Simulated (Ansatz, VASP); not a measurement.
## BAs: VASP beside Ansatz

```
B As
1.0
     0.00000    2.38850    2.38850
     2.38850    0.00000    2.38850
     2.38850    2.38850    0.00000
B As
1 1
Direct
  0.00000 0.00000 0.00000
  0.25000 0.25000 0.25000
```

Alike in both runs: task single point; functional PBE; k mesh 6 × 6 × 6; no spin polarisation.

|  | VASP | Ansatz |
| --- | --- | --- |
| version | VASP 6.6.1 | Ansatz 0.2.0 |
| potentials or method | VASP PAW PBE potentials, release 64 (B, As), cutoff 500 eV | plane waves, PAW |
| occupations | gaussian, width 0.01 eV | fixed |
| valence electrons in the cell | 8 | 18 |

|  | VASP | Ansatz | Ansatz less VASP |
| --- | --- | --- | --- |
| gap on the k mesh at the Fermi level (eV) | 1.27 | 1.28 | +0.008 |

VASP's potentials hold 8 valence electrons a cell and Ansatz's 18, so a difference there can come from the potentials and not from the codes.
